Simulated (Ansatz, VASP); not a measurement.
**One calculation of Hf, two programs**

```
CELL_PARAMETERS angstrom
3.19858 0.00000 0.00000
-1.59929 2.77005 0.00000
0.00000 0.00000 5.04828
ATOMIC_POSITIONS crystal
Hf 0.33333 0.66667 0.25000
Hf 0.66667 0.33333 0.75000
```

Alike in both runs: functional r2SCAN; k mesh 18 × 18 × 10; occupations fermi-dirac, width 0.1 eV; no spin polarisation.

Ansatz relaxed the structure, and its values are those at the end. VASP's run is a single point on that final structure, the one shown.

```csv
,VASP,Ansatz
version,VASP 6.6.1,Ansatz 0.2.0
potentials or method,"VASP PAW PBE potentials, release 64 (Hf_pv)","PAW with Ansatz's default frozen-core files, scalar-relativistic"
plane-wave cutoff (eV),520,500
valence electrons in the cell,20,52
```

|  | VASP | Ansatz | Ansatz less VASP |
| --- | --- | --- | --- |
| pressure (GPa) | -0.6 | 0.0 | +0.57 |

VASP's potentials were made for PBE, not for r2SCAN. VASP's potentials hold 20 valence electrons a cell and Ansatz's 52, so a difference there can come from the potentials and not from the codes.

Spin-orbit coupling is off throughout.
